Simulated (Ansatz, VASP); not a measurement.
Two plane-wave programs on AlN

```
Al N
1.0
     0.00000    2.11658    2.32823
     2.11658    0.00000    2.32823
     2.11658    2.11658    0.00000
Al N
1 1
Direct
  0.00000 0.00000 0.00000
  0.75000 0.75000 0.75000
```

Alike in both runs: task single point; functional r2SCAN; k mesh 10 × 10 × 10; occupations gaussian, width 0.05 eV; no spin polarisation.

```csv
,VASP,Ansatz
version,VASP 6.6.1,Ansatz 0.2.0
potentials or method,"VASP PAW PBE potentials, release 64 (Al, N), cutoff 520 eV","scalar-relativistic, plane waves, PAW"
valence electrons in the cell,8,8
```

```csv
,VASP,Ansatz,Ansatz less VASP
gap on the k mesh at the Fermi level (eV),3.60,3.61,+0.008
least direct gap on the mesh (eV),4.64,4.61,-0.038
pressure (GPa),-1.1,-0.7,+0.40
"traceless stress, the component that is largest in VASP (GPa)",-12.37,-12.33,+0.043
```

VASP's potentials were made for PBE, not for r2SCAN.
